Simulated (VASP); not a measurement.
InO, 4 atoms in the cell. The cell holds a slab with vacuum, 4 atoms: a = 3.454 Å, b = 3.454 Å, c = 15.877 Å, α = 90.00°, β = 90.00°, γ = 120.00°. 

- Program: VASP 6.6.1
- Task: single point
- Functional: PBE
- Potentials or basis: VASP PAW PBE potentials, release 64 (In_d, O)
- Cutoff: 600 eV
- k mesh: 6 × 6 × 1
- Occupations: gaussian, width 0.01 eV
- Spin: no spin polarisation
- Dipole correction: no
- Further INCAR settings: ALGO = Normal; EDIFF = 1e-06; NBANDS = 27

Potentials or basis: VASP PAW PBE potentials, release 64 (In_d, O).

Run with:

```console
$ cat potpaw_PBE.64/In_d/POTCAR potpaw_PBE.64/O/POTCAR > POTCAR
$ mpirun -np 1 vasp_std > vasp.out
```

Hardware: 1 thread of Intel(R) Xeon(R) Platinum 8375C CPU @ 2.90GHz (Ice Lake), with other jobs on the host.

Question: Estimate the wall time of this run.

Answer: Wall time 51 s on 1 thread of Intel(R) Xeon(R) Platinum 8375C CPU @ 2.90GHz (Ice Lake) (shared host), peak memory 0.3 GiB. Counts: scf iterations 21, k points 7.
